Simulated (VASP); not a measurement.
# Ge (P6_3/mmc) in VASP: a series of runs

Ge is run at these levels: PBE; tasks: single point.

All numbers are computed with VASP 6.6.1; they aren't measurements. Logs are shortened: lines on timing, memory, paths and dates and some standing lists are left out, and cuts for length are marked.

## (1) The cell of the first run

The structure is hexagonal, space group P6_3/mmc (No. 194). Conventional cell: a = 4.066 Å, b = 4.066 Å, c = 13.336 Å, α = 90.00°, β = 90.00°, γ = 120.00°. Within 3.3 Å of Ge (site symmetry 3m) lie 4 Ge at 2.49 Å. Ge (site symmetry 3m) has 4 Ge at 2.49 to 2.51 Å within 3.3 Å.

## (2) Single point, PBE

Contents of INCAR:

```
ALGO = Normal ; EDIFF = 1E-6
ENCUT = 520 ; GGA = PE
ISIF = 2 ; ISMEAR = 0
LASPH = T ; LCHARG = T
LELF = T ; LREAL = F
LVHAR = T ; LWAVE = F
NBANDS = 66 ; NELM = 100
PREC = Accurate ; SIGMA = 0.15
```

Contents of KPOINTS:

```
k-points
0
Gamma
  12 12 4
```

Contents of POSCAR:

```
Ge
1.0
    4.0658733778      0.0000000000      0.0000000000
   -2.0329366889      3.5211496337      0.0000000000
    0.0000000000      0.0000000000     13.3363346220
Ge
8
Direct
    0.0000000000      0.0000000000      0.4067747484
    0.0000000000      0.0000000000      0.5932252516
    0.0000000000      0.0000000000      0.9067747484
    0.0000000000      0.0000000000      0.0932252516
    0.3333333333      0.6666666667      0.3442031026
    0.6666666667      0.3333333333      0.6557968974
    0.6666666667      0.3333333333      0.8442031026
    0.3333333333      0.6666666667      0.1557968974
```

Potentials or basis: VASP PAW PBE potentials, release 64 (Ge_d).

On the command line:

```sh
$ cat potpaw_PBE.64/Ge_d/POTCAR > POTCAR
$ mpirun -np 1 vasp_std > vasp.out
```

OUTCAR:

```text
EDIFF = 1E-6
   ENCUT = 520
   GGA = PE
   ISIF = 2
   ISMEAR = 0
   LASPH = T
   LREAL = F
   NELM = 100
   PREC = Accurate

 ion  position               nearest neighbor table
   1  0.000  0.000  0.407-   2 2.49   5 2.49   5 2.49   5 2.49
   2  0.000  0.000  0.593-   1 2.49   6 2.49   6 2.49   6 2.49
   3  0.000  0.000  0.907-   4 2.49   7 2.49   7 2.49   7 2.49
   4  0.000  0.000  0.093-   3 2.49   8 2.49   8 2.49   8 2.49
   5  0.333  0.667  0.344-   1 2.49   1 2.49   1 2.49   8 2.51
   6  0.667  0.333  0.656-   2 2.49   2 2.49   2 2.49   7 2.51
   7  0.667  0.333  0.844-   3 2.49   3 2.49   3 2.49   6 2.51
   8  0.333  0.667  0.156-   4 2.49   4 2.49   4 2.49   5 2.51

  LATTYP: Found a hexagonal cell.
 ALAT       =     4.0658733778
 C/A-ratio  =     3.2800663923

  Lattice vectors:

 A1 = (   4.0658733778,   0.0000000000,   0.0000000000)
 A2 = (  -2.0329366889,   3.5211496337,   0.0000000000)
 A3 = (   0.0000000000,   0.0000000000,  13.3363346220)

Analysis of symmetry for initial positions (statically):
=====================================================================
 Subroutine PRICEL returns:
 Original cell was already a primitive cell.

 Routine SETGRP: Setting up the symmetry group for a
 hexagonal supercell.

 Subroutine GETGRP returns: Found 24 space group operations
 (whereof 12 operations were pure point group operations)
 out of a pool of 24 trial point group operations.

The static configuration has the point symmetry D_3d.
 The point group associated with its full space group is D_6h.

Analysis of symmetry for dynamics (positions and initial velocities):
=====================================================================
 Subroutine PRICEL returns:
 Original cell was already a primitive cell.

 Routine SETGRP: Setting up the symmetry group for a
 hexagonal supercell.

 Subroutine GETGRP returns: Found 24 space group operations
 (whereof 12 operations were pure point group operations)
 out of a pool of 24 trial point group operations.

The dynamic configuration has the point symmetry D_3d.
 The point group associated with its full space group is D_6h.

 Subroutine INISYM returns: Found 24 space group operations
 (whereof 12 operations are pure point group operations),
 and found     1 'primitive' translations

----------------------------------------------------------------------------------------

                                     Primitive cell

  volume of cell :     190.9303
[... 107 lines left out ...]
   ISIF   =      2    stress and relaxation
   ISYM   =      2    0-nonsym 1-usesym 2-fastsym
   POTIM  = 0.5000    time-step for ionic-motion
   TEBEG  =    0.0;   TEEND  =   0.0 temperature during run
   PSTRESS=    0.0 pullay stress
   NELECT =     112.0000    total number of electrons
   NUPDOWN=      -1.0000    fix difference up-down
   EMIN   =  10.00;   EMAX   =-10.00  energy-range for DOS
   EFERMI =   0.00;   METHOD = LEGACY
   ISMEAR =     0;   SIGMA  =   0.15  broadening in eV -4-tet -1-fermi 0-gaus
   EFERMI_NEDOS =   21; number of points for ismear=-14 and -15
   IALGO  =     38    algorithm
   IMIX   =      4    mixing-type and parameters
     AMIX     =   0.40;   BMIX     =  1.00
     AMIX_MAG =   1.60;   BMIX_MAG =  1.00
  volume/ion in A,a.u.               =      23.87       161.06
  Fermi-wavevector in a.u.,A,eV,Ry     =   1.370427  2.589731 25.552695  1.878070
  Thomas-Fermi vector in A             =   2.496214
   LORBIT       =      0    0 simple, 1 ext, 2 COOP (PROOUT), +10 PAW based schemes
   GGA     = PE    functional components
   LHFCALC =     F    Hartree Fock is set to
   AEXX    =    0.0000 exact exchange contribution
   IVDW    =     0    specifies the selected vdW correction
   LEPSILON=     F    determine dielectric tensor
   LRPA    =     F    only Hartree local field effects (RPA)
 non-spin polarized calculation
 Gauss-broadening in eV      SIGMA  =   0.15
  energy-cutoff  :      520.00
  volume of cell :      190.93
 maximum number of plane-waves:      5186
   NGX = 15   NGY = 15   NGZ = 49

 number of electron     111.9999930 magnetization

 Free energy of the ion-electron system (eV)
  ---------------------------------------------------
  ext. energy  EPLUGINS =         0.00000000
  ---------------------------------------------------
  free energy    TOTEN  =       -36.08104485 eV

  energy without entropy =      -36.07831610  energy(sigma->0) =      -36.07968047

 E-fermi :   4.5289     XC(G=0):  -9.6751

 val. band max:        4.4874057284   @ k =   0.0000   0.0000   0.0000
 cond. band min:       4.5609906460   @ k =   0.0000   0.0000   0.0000
 fundamental gap:      0.0735849176
 Fermi energy:         4.5289232873

 k-point     1 :       0.0000    0.0000    0.0000
  band No.  band energies     occupation
      1     -20.2868      2.00000
      2     -20.2868      2.00000
      3     -20.2788      2.00000
      4     -20.2788      2.00000
      5     -20.2751      2.00000
      6     -20.2751      2.00000
[... 1645 lines left out ...]
     65       9.3727      0.00000
     66       9.4454      0.00000

 [... further k-points ...]

------------------------ aborting loop because EDIFF is reached ----------------------------------------

  FORCE on cell =-STRESS in cart. coord.  units (eV):
  Direction    XX          YY          ZZ          XY          YZ          ZX
  --------------------------------------------------------------------------------------
  -------------------------------------------------------------------------------------
  Total       -0.0416559     -0.0416559     -0.0015732      0.0000000     -0.0000000      0.0000000
  in kB       -0.3495524     -0.3495524     -0.0132011      0.0000000     -0.0000000      0.0000000
  external PRESSURE =      -0.2374353 kB  Pullay stress =       0.0000000 kB

 VOLUME and BASIS-vectors are now :
 -----------------------------------------------------------------------------
  energy-cutoff  :      520.00
  volume of cell :      190.93
      direct lattice vectors                 reciprocal lattice vectors
     4.065873378  0.000000000  0.000000000     0.245949617  0.141999078  0.000000000
    -2.032936689  3.521149634  0.000000000     0.000000000  0.283998155  0.000000000
     0.000000000  0.000000000 13.336334622     0.000000000  0.000000000  0.074983122

 POSITION                                       TOTAL-FORCE (eV/Angst)
 -----------------------------------------------------------------------------------
      0.00000      0.00000      5.42488        -0.000000     -0.000000      0.004666
      0.00000      0.00000      7.91145         0.000000     -0.000000     -0.004666
      0.00000      0.00000     12.09305         0.000000      0.000000      0.004666
      0.00000      0.00000      1.24328        -0.000000     -0.000000     -0.004666
     -0.00000      2.34743      4.59041        -0.000000     -0.000000     -0.002674
      2.03294      1.17372      8.74593         0.000000      0.000000      0.002674
      2.03294      1.17372     11.25858         0.000000      0.000000     -0.002674
     -0.00000      2.34743      2.07776        -0.000000     -0.000000      0.002674
 -----------------------------------------------------------------------------------
    total drift:                                0.000000      0.000000     -0.000000

  FREE ENERGIE OF THE ION-ELECTRON SYSTEM (eV)
  ---------------------------------------------------
  free  energy   TOTEN  =       -36.0810448481 eV

  energy  without entropy=      -36.0783161016  energy(sigma->0) =      -36.07968047
```

OSZICAR:

```text
N       E                     dE             d eps       ncg     rms          rms(c)
DAV:   1     0.138555790619E+04    0.13856E+04   -0.51747E+04  8730   0.461E+03
DAV:   2     0.241791153216E+03   -0.11438E+04   -0.11115E+04  7524   0.112E+03
DAV:   3    -0.108323490998E+02   -0.25262E+03   -0.24225E+03  7834   0.268E+02
DAV:   4    -0.354253370285E+02   -0.24593E+02   -0.23910E+02  8656   0.893E+01
DAV:   5    -0.363444111386E+02   -0.91907E+00   -0.91138E+00  8404   0.188E+01    0.607E+00
DAV:   6    -0.361753790444E+02    0.16903E+00   -0.34694E-01  8938   0.350E+00    0.352E+00
DAV:   7    -0.360711193355E+02    0.10426E+00   -0.17513E-01  8332   0.466E+00    0.308E-01
DAV:   8    -0.360777146861E+02   -0.65954E-02   -0.31247E-02  9018   0.474E+00    0.177E-01
DAV:   9    -0.360803907900E+02   -0.26761E-02   -0.75219E-03 11552   0.130E+00    0.778E-02
DAV:  10    -0.360810320772E+02   -0.64129E-03   -0.19914E-03  8206   0.344E-01    0.285E-02
DAV:  11    -0.360810320617E+02    0.15483E-07   -0.52492E-05  8802   0.357E-01    0.120E-02
DAV:  12    -0.360810427868E+02   -0.10725E-04   -0.37418E-05 11656   0.144E-01    0.533E-03
DAV:  13    -0.360810442491E+02   -0.14623E-05   -0.15033E-05 10250   0.889E-02    0.207E-03
DAV:  14    -0.360810448481E+02   -0.59901E-06   -0.26484E-06  6372   0.444E-02
   1 F= -.36081045E+02 E0= -.36079680E+02  d E =-.272875E-02
```

Run time: 13 min. Hardware: 1 thread of Intel Xeon Platinum 8488C (Sapphire Rapids), shared host; peak memory 0.59 GiB.

What came out:

- Free energy: -36.0810 eV
- Pressure: 0.0 GPa
- Largest force: 0.005 eV/Å
- Band gap on the k mesh: zero (band 56 reaches 4.49 eV, above the bottom of band 57 at 4.47 eV)

Forces on the atoms (eV/Å):
```
Ge   0.000  0.000  0.005
Ge   0.000  0.000 -0.005
Ge   0.000  0.000  0.005
Ge   0.000  0.000 -0.005
Ge   0.000  0.000 -0.003
Ge   0.000  0.000  0.003
Ge   0.000  0.000 -0.003
Ge   0.000  0.000  0.003
```

## (3) Single point, PBE

Contents of INCAR:

```
ALGO = Normal
EDIFF = 1E-6
ENCUT = 520
GGA = PE
ISIF = 2
ISMEAR = 0
LASPH = T
LCHARG = F
LREAL = F
LWAVE = F
NBANDS = 66
NELM = 100
PREC = Accurate
SIGMA = 0.1
```

KPOINTS is that of step 2.

POSCAR is that of step 2.

Potentials or basis: VASP PAW PBE potentials, release 64 (Ge_d).

On the command line:

```sh
$ cat potpaw_PBE.64/Ge_d/POTCAR > POTCAR
$ mpirun -np 1 vasp_std > vasp.out
```

OUTCAR:

```text
EDIFF = 1E-6
   ENCUT = 520
   GGA = PE
   ISIF = 2
   ISMEAR = 0
   LASPH = T
   LREAL = F
   NELM = 100
   PREC = Accurate

 ion  position               nearest neighbor table
   1  0.000  0.000  0.407-   2 2.49   5 2.49   5 2.49   5 2.49
   2  0.000  0.000  0.593-   1 2.49   6 2.49   6 2.49   6 2.49
   3  0.000  0.000  0.907-   4 2.49   7 2.49   7 2.49   7 2.49
   4  0.000  0.000  0.093-   3 2.49   8 2.49   8 2.49   8 2.49
   5  0.333  0.667  0.344-   1 2.49   1 2.49   1 2.49   8 2.51
   6  0.667  0.333  0.656-   2 2.49   2 2.49   2 2.49   7 2.51
   7  0.667  0.333  0.844-   3 2.49   3 2.49   3 2.49   6 2.51
   8  0.333  0.667  0.156-   4 2.49   4 2.49   4 2.49   5 2.51

  LATTYP: Found a hexagonal cell.
 ALAT       =     4.0658733778
 C/A-ratio  =     3.2800663923

  Lattice vectors:

 A1 = (   4.0658733778,   0.0000000000,   0.0000000000)
 A2 = (  -2.0329366889,   3.5211496337,   0.0000000000)
 A3 = (   0.0000000000,   0.0000000000,  13.3363346220)

Analysis of symmetry for initial positions (statically):
=====================================================================
 Subroutine PRICEL returns:
 Original cell was already a primitive cell.

 Routine SETGRP: Setting up the symmetry group for a
 hexagonal supercell.

 Subroutine GETGRP returns: Found 24 space group operations
 (whereof 12 operations were pure point group operations)
 out of a pool of 24 trial point group operations.

The static configuration has the point symmetry D_3d.
 The point group associated with its full space group is D_6h.

Analysis of symmetry for dynamics (positions and initial velocities):
=====================================================================
 Subroutine PRICEL returns:
 Original cell was already a primitive cell.

 Routine SETGRP: Setting up the symmetry group for a
 hexagonal supercell.

 Subroutine GETGRP returns: Found 24 space group operations
 (whereof 12 operations were pure point group operations)
 out of a pool of 24 trial point group operations.
[... 139 lines left out ...]
   GGA     = PE    functional components
   LHFCALC =     F    Hartree Fock is set to
   AEXX    =    0.0000 exact exchange contribution
   IVDW    =     0    specifies the selected vdW correction
   LEPSILON=     F    determine dielectric tensor
   LRPA    =     F    only Hartree local field effects (RPA)
 non-spin polarized calculation
 Gauss-broadening in eV      SIGMA  =   0.10
  energy-cutoff  :      520.00
  volume of cell :      190.93
 maximum number of plane-waves:      5186
   NGX = 15   NGY = 15   NGZ = 49

 number of electron     111.9999930 magnetization

 Free energy of the ion-electron system (eV)
  ---------------------------------------------------
  ext. energy  EPLUGINS =         0.00000000
  ---------------------------------------------------
  free energy    TOTEN  =       -36.08027657 eV

  energy without entropy =      -36.07901214  energy(sigma->0) =      -36.07964436

 E-fermi :   4.5106     XC(G=0):  -9.6750

 val. band max:        4.4874491508   @ k =   0.0000   0.0000   0.0000
 cond. band min:       4.5610987334   @ k =   0.0000   0.0000   0.0000
 fundamental gap:      0.0736495825
 Fermi energy:         4.5105606105

 k-point     1 :       0.0000    0.0000    0.0000
  band No.  band energies     occupation
      1     -20.2867      2.00000
      2     -20.2867      2.00000
      3     -20.2787      2.00000
      4     -20.2787      2.00000
      5     -20.2750      2.00000
      6     -20.2750      2.00000
[... 1645 lines left out ...]
     65       9.3727      0.00000
     66       9.4454      0.00000

 [... further k-points ...]

------------------------ aborting loop because EDIFF is reached ----------------------------------------

  FORCE on cell =-STRESS in cart. coord.  units (eV):
  Direction    XX          YY          ZZ          XY          YZ          ZX
  --------------------------------------------------------------------------------------
  -------------------------------------------------------------------------------------
  Total       -0.0480828     -0.0480828     -0.0009632      0.0000000      0.0000000      0.0000000
  in kB       -0.4034829     -0.4034829     -0.0080826      0.0000000      0.0000000      0.0000000
  external PRESSURE =      -0.2716828 kB  Pullay stress =       0.0000000 kB

 VOLUME and BASIS-vectors are now :
 -----------------------------------------------------------------------------
  energy-cutoff  :      520.00
  volume of cell :      190.93
      direct lattice vectors                 reciprocal lattice vectors
     4.065873378  0.000000000  0.000000000     0.245949617  0.141999078  0.000000000
    -2.032936689  3.521149634  0.000000000     0.000000000  0.283998155  0.000000000
     0.000000000  0.000000000 13.336334622     0.000000000  0.000000000  0.074983122

 POSITION                                       TOTAL-FORCE (eV/Angst)
 -----------------------------------------------------------------------------------
      0.00000      0.00000      5.42488        -0.000000     -0.000000      0.004428
      0.00000      0.00000      7.91145         0.000000      0.000000     -0.004428
      0.00000      0.00000     12.09305         0.000000      0.000000      0.004428
      0.00000      0.00000      1.24328        -0.000000     -0.000000     -0.004428
     -0.00000      2.34743      4.59041         0.000000     -0.000000     -0.003185
      2.03294      1.17372      8.74593        -0.000000      0.000000      0.003185
      2.03294      1.17372     11.25858        -0.000000      0.000000     -0.003185
     -0.00000      2.34743      2.07776         0.000000     -0.000000      0.003185
 -----------------------------------------------------------------------------------
    total drift:                                0.000000      0.000000     -0.000000

  FREE ENERGIE OF THE ION-ELECTRON SYSTEM (eV)
  ---------------------------------------------------
  free  energy   TOTEN  =       -36.0802765718 eV

  energy  without entropy=      -36.0790121383  energy(sigma->0) =      -36.07964436
```

OSZICAR:

```text
N       E                     dE             d eps       ncg     rms          rms(c)
DAV:   1     0.138556165011E+04    0.13856E+04   -0.51747E+04  8730   0.461E+03
DAV:   2     0.241797052270E+03   -0.11438E+04   -0.11115E+04  7524   0.112E+03
DAV:   3    -0.108294313326E+02   -0.25263E+03   -0.24223E+03  7834   0.268E+02
DAV:   4    -0.354247368116E+02   -0.24595E+02   -0.23916E+02  8656   0.893E+01
DAV:   5    -0.363437386562E+02   -0.91900E+00   -0.91126E+00  8404   0.188E+01    0.607E+00
DAV:   6    -0.361746318857E+02    0.16911E+00   -0.34695E-01  8938   0.350E+00    0.352E+00
DAV:   7    -0.360703424474E+02    0.10429E+00   -0.17528E-01  8332   0.467E+00    0.308E-01
DAV:   8    -0.360769422218E+02   -0.65998E-02   -0.31285E-02  9018   0.475E+00    0.177E-01
DAV:   9    -0.360796221427E+02   -0.26799E-02   -0.75382E-03 11544   0.130E+00    0.778E-02
DAV:  10    -0.360802639012E+02   -0.64176E-03   -0.19937E-03  8206   0.343E-01    0.285E-02
DAV:  11    -0.360802638209E+02    0.80363E-07   -0.51439E-05  8778   0.355E-01    0.120E-02
DAV:  12    -0.360802744382E+02   -0.10617E-04   -0.36976E-05 11520   0.147E-01    0.533E-03
DAV:  13    -0.360802759642E+02   -0.15260E-05   -0.15824E-05 10378   0.905E-02    0.209E-03
DAV:  14    -0.360802765718E+02   -0.60753E-06   -0.27089E-06  6476   0.449E-02
   1 F= -.36080277E+02 E0= -.36079644E+02  d E =-.126443E-02
```

stdout:

```text
POSCAR found type information on POSCAR Ge
 POSCAR found :  1 types and       8 ions
 scaLAPACK will be used
 LDA part: xc-table for (Slater+PW92), standard interpolation
 POSCAR, INCAR and KPOINTS ok, starting setup
 FFT: planning ... GRIDC
 FFT: planning ... GRID_SOFT
 FFT: planning ... GRID
 WAVECAR not read
 entering main loop
```

It took 8.7 min on 1 thread of Intel Xeon Platinum 8488C (Sapphire Rapids), shared host; peak memory 0.59 GiB.

What came out:

| Property | Result |
| --- | --- |
| Free energy | -36.0803 eV |
| Pressure | 0.0 GPa |
| Largest force | 0.004 eV/Å |
| Band gap on the k mesh | zero (band 56 reaches 4.49 eV, above the bottom of band 57 at 4.47 eV) |

Forces on the atoms (eV/Å):
```
Ge   0.000  0.000  0.004
Ge   0.000  0.000 -0.004
Ge   0.000  0.000  0.004
Ge   0.000  0.000 -0.004
Ge   0.000  0.000 -0.003
Ge   0.000  0.000  0.003
Ge   0.000  0.000 -0.003
Ge   0.000  0.000  0.003
```
